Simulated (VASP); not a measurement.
# Ta4O (P4/mmm) in VASP: notebook, part 2 of 2

VASP 6.6.1.

## Step 3: Single point, PBE (strain -0.030 along x and y, +0.015 along z)

INCAR reads:

```
SYSTEM = Ta4O
ALGO = Normal ; EDIFF = 1E-6
ENCUT = 520 ; GGA = PE
ISIF = 2 ; ISMEAR = 0
LASPH = .TRUE. ; LCHARG = .TRUE.
LELF = .TRUE. ; LREAL = .FALSE.
LVHAR = .TRUE. ; LWAVE = .FALSE.
NBANDS = 33 ; NELM = 60
PREC = Accurate ; SIGMA = 0.15
```

KPOINTS reads:

```
k-points
0
G
  14 14 8
  0 0 0
```

POSCAR reads:

```
Ta4O
1.0
    3.1570658336      0.0000000000      0.0000000000
    0.0000000000      3.1570658336      0.0000000000
    0.0000000000      0.0000000000      7.5063174775
Ta O
4 1
Direct
    0.0000000000      0.0000000000      0.5000000000
    0.5000000000      0.5000000000      0.7829127273
    0.5000000000      0.5000000000      0.2170872727
    0.0000000000      0.0000000000      0.0000000000
    0.5000000000      0.5000000000      0.5000000000
```

Potentials or basis: VASP PAW PBE potentials, release 64 (Ta_pv, O).

Command:

```
$ cat potpaw_PBE.64/Ta_pv/POTCAR potpaw_PBE.64/O/POTCAR > POTCAR
$ mpirun -np 1 vasp_std > vasp.out
```

OUTCAR:

```text
SYSTEM = Ta4O
   EDIFF = 1E-6
   ENCUT = 520
   GGA = PE
   ISIF = 2
   ISMEAR = 0
   LASPH = .TRUE.
   LREAL = .FALSE.
   NELM = 60
   PREC = Accurate

 ion  position               nearest neighbor table
   1  0.000  0.000  0.500-   5 2.23   5 2.23   5 2.23   5 2.23   3 3.08   3 3.08   2 3.08   3 3.08
                             2 3.08   2 3.08   3 3.08   2 3.08
   2  0.500  0.500  0.783-   5 2.12   4 2.76   4 2.76   4 2.76   4 2.76   1 3.08   1 3.08   1 3.08
                             1 3.08   3 3.26
   3  0.500  0.500  0.217-   5 2.12   4 2.76   4 2.76   4 2.76   4 2.76   1 3.08   1 3.08   1 3.08
                             1 3.08   2 3.26
   4  0.000  0.000  0.000-   2 2.76   3 2.76   2 2.76   3 2.76   2 2.76   3 2.76   2 2.76   3 2.76

   5  0.500  0.500  0.500-   2 2.12   3 2.12   1 2.23   1 2.23   1 2.23   1 2.23

  LATTYP: Found a simple tetragonal cell.
 ALAT       =     3.1570658336
 C/A-ratio  =     2.3776246278

  Lattice vectors:

 A1 = (   3.1570658336,   0.0000000000,   0.0000000000)
 A2 = (   0.0000000000,   3.1570658336,   0.0000000000)
 A3 = (   0.0000000000,   0.0000000000,   7.5063174775)

[... 182 lines left out ...]

 val. band max:        6.8892629860   @ k =   0.3571   0.0000   0.5000
 cond. band min:       6.9048906948   @ k =   0.3571   0.0000   0.3750
 fundamental gap:      0.0156277088
 Fermi energy:         6.8987829507

 k-point     1 :       0.0000    0.0000    0.0000
  band No.  band energies     occupation
      1     -28.6367      2.00000
      2     -28.6367      2.00000
      3     -28.3252      2.00000
      4     -27.6576      2.00000
      5     -27.5970      2.00000
      6     -27.3183      2.00000
[... 853 lines left out ...]
     32      10.1409      0.00000
     33      10.8919      0.00000

 [... further k-points ...]

------------------------ aborting loop because EDIFF is reached ----------------------------------------

  FORCE on cell =-STRESS in cart. coord.  units (eV):
  Direction    XX          YY          ZZ          XY          YZ          ZX
  --------------------------------------------------------------------------------------
  -------------------------------------------------------------------------------------
  Total        6.1421468      6.1421468      2.5116770      0.0000000      0.0000000     -0.0000000
  in kB      131.5335585    131.5335585     53.7873520      0.0000000      0.0000000     -0.0000000
  external PRESSURE =     105.6181563 kB  Pullay stress =       0.0000000 kB

 VOLUME and BASIS-vectors are now :
 -----------------------------------------------------------------------------
  energy-cutoff  :      520.00
  volume of cell :       74.82
      direct lattice vectors                 reciprocal lattice vectors
     3.157065834  0.000000000  0.000000000     0.316749809  0.000000000  0.000000000
     0.000000000  3.157065834  0.000000000     0.000000000  0.316749809  0.000000000
     0.000000000  0.000000000  7.506317477     0.000000000  0.000000000  0.133221117

 POSITION                                       TOTAL-FORCE (eV/Angst)
 -----------------------------------------------------------------------------------
      0.00000      0.00000      3.75316         0.000000     -0.000000      0.000000
      1.57853      1.57853      5.87679         0.000000      0.000000     -0.324152
      1.57853      1.57853      1.62953        -0.000000      0.000000      0.324152
      0.00000      0.00000      0.00000         0.000000     -0.000000      0.000000
      1.57853      1.57853      3.75316         0.000000     -0.000000      0.000000
 -----------------------------------------------------------------------------------
    total drift:                                0.000000     -0.000000      0.000000

  FREE ENERGIE OF THE ION-ELECTRON SYSTEM (eV)
  ---------------------------------------------------
  free  energy   TOTEN  =       -54.9237794097 eV

  energy  without entropy=      -54.8938373900  energy(sigma->0) =      -54.90880840
```

Run time: 3.6 min. Hardware: 1 thread of Intel Xeon 6975P-C (Granite Rapids), shared host; peak memory 0.44 GiB.

Results:

| Item | Value |
| --- | --- |
| Free energy | -54.9238 eV |
| Pressure | 10.6 GPa |
| Largest force | 0.324 eV/Å |
| Band gap on the k mesh | zero (bands 25 and 26 overlap by 1.12 eV) |

Forces in eV/Å, atoms in the order of the input:
```
Ta   0.000  0.000  0.000
Ta   0.000  0.000 -0.324
Ta   0.000  0.000  0.324
Ta   0.000  0.000  0.000
O    0.000  0.000  0.000
```

Levels at points of the mesh, in eV from the Fermi level:
```tsv
k point	band 21	band 22	band 23	band 24	band 25	band 26	band 27	band 28	band 29	band 30
(0.00, 0.00, 0.00)	-2.98	-1.84	-0.51	-0.51	-0.03	0.82	1.09	1.15	1.15	1.84
(0.50, 0.00, 0.00)	-1.42	-1.32	-0.89	-0.73	0.11	1.03	1.04	1.29	1.67	1.79
(0.50, 0.50, 0.00)	-2.32	-1.66	-1.66	-0.70	-0.70	2.23	2.26	3.03	3.03	3.63
(0.00, 0.00, 0.50)	-3.90	-0.93	-0.46	-0.46	0.55	0.58	0.58	1.04	1.44	1.53
(0.50, 0.00, 0.50)	-1.72	-1.11	-0.99	-0.64	-0.29	1.10	1.28	1.30	1.74	2.25
(0.50, 0.50, 0.50)	-3.03	-2.09	-2.09	0.24	0.24	1.98	1.98	2.22	3.05	3.63
```

Caveat: the cell differs from its parent crystal (strain -0.030 along x and y, +0.015 along z); the cell stands under pressure; spin-orbit coupling is left out, which moves the levels of the heavy elements.

## Step 4: Single point, PBE (strain -0.030 along x and y, +0.030 along z)

INCAR reads:

```
ALGO     = Normal         # electronic algorithm
EDIFF    = 1E-7           # SCF threshold, eV
ENCUT    = 520            # plane-wave cutoff, eV
GGA      = PE             # functional
ISIF     = 2              # what is computed and relaxed
ISMEAR   = 0              # smearing method
LASPH    = True           # aspherical terms in the spheres
LCHARG   = True           # write CHGCAR
LELF     = True           # ELF
LREAL    = False          # projectors in reciprocal space
LVHAR    = True         
LWAVE    = False          # write WAVECAR
NBANDS   = 33             # bands
NELM     = 60             # most SCF steps
PREC     = Accurate       # precision mode
SIGMA    = 0.15           # smearing width, eV
```

KPOINTS reads:

```
k-points
0
Gamma
  14 14 8
```

POSCAR: that of step 3 with these lines changed.

```diff
@@ -4,3 +4,3 @@
     0.0000000000      3.1570658336      0.0000000000
-    0.0000000000      0.0000000000      7.5063174775
+    0.0000000000      0.0000000000      7.6172482776
 Ta O
```

Command:

```
$ cat potpaw_PBE.64/Ta_pv/POTCAR potpaw_PBE.64/O/POTCAR > POTCAR
$ mpirun -np 1 vasp_std > vasp.out
```

It took 4.3 min on 1 thread of Intel Xeon 6975P-C (Granite Rapids), shared host; peak memory 0.45 GiB.

Results (log left out):

```yaml
Free_energy: -54.9428 eV
Pressure: 6.8 GPa
Largest_force: 0.431 eV/Å
Band_gap_on_the_k_mesh: zero (bands 25 and 26 overlap by 1.05 eV)
```

Forces in eV/Å, atoms in the order of the input:
```
Ta   0.000  0.000  0.000
Ta   0.000  0.000 -0.431
Ta   0.000  0.000  0.431
Ta   0.000  0.000  0.000
O    0.000  0.000  0.000
```

Stress tensor (GPa, compression positive):
```
10.18  0.00  0.00
 0.00 10.18  0.00
 0.00  0.00  0.11
```

Levels at points of the mesh, in eV from the Fermi level:
| k point | band 21 | band 22 | band 23 | band 24 | band 25 | band 26 | band 27 | band 28 | band 29 | band 30 |
| --- | --- | --- | --- | --- | --- | --- | --- | --- | --- | --- |
| (0.00, 0.00, 0.00) | -2.95 | -1.82 | -0.48 | -0.48 | -0.14 | 0.91 | 1.04 | 1.16 | 1.16 | 1.83 |
| (0.50, 0.00, 0.00) | -1.35 | -1.31 | -0.82 | -0.73 | 0.09 | 1.01 | 1.05 | 1.19 | 1.58 | 1.77 |
| (0.50, 0.50, 0.00) | -2.34 | -1.67 | -1.67 | -0.72 | -0.72 | 2.12 | 2.28 | 3.00 | 3.00 | 3.64 |
| (0.00, 0.00, 0.50) | -3.81 | -0.98 | -0.39 | -0.39 | 0.55 | 0.55 | 0.55 | 1.10 | 1.44 | 1.54 |
| (0.50, 0.00, 0.50) | -1.70 | -1.02 | -0.91 | -0.68 | -0.21 | 0.97 | 1.20 | 1.31 | 1.67 | 2.15 |
| (0.50, 0.50, 0.50) | -3.07 | -2.14 | -2.14 | 0.23 | 0.23 | 1.95 | 1.95 | 2.26 | 2.96 | 3.64 |

Caveat: the cell differs from its parent crystal (strain -0.030 along x and y, +0.030 along z); the cell stands under pressure; spin-orbit coupling is left out, which moves the levels of the heavy elements.

## Step 5: Overview

```tsv
cell	gap on the mesh (eV)	pressure (GPa)	largest force (eV/Å)
a = 3.206, b = 3.206, c = 7.174 Å, 5 atoms	none	16.3	0.42
a = 3.157, b = 3.157, c = 7.506 Å, 5 atoms	none	10.6	0.32
a = 3.157, b = 3.157, c = 7.617 Å, 5 atoms	none	6.8	0.43
```

Alike in all rows: task single point; level PBE; potentials or basis VASP PAW PBE potentials, release 64 (Ta_pv, O); no spin polarisation; k mesh 14 × 14 × 8; cutoff (eV) 520; smearing gaussian 0.15 eV.

Caveats: the cell stands under pressure; spin-orbit coupling is left out, which moves the levels of the heavy elements.

Total energies depend on the potentials used, so only differences within one code and one set of settings carry meaning.
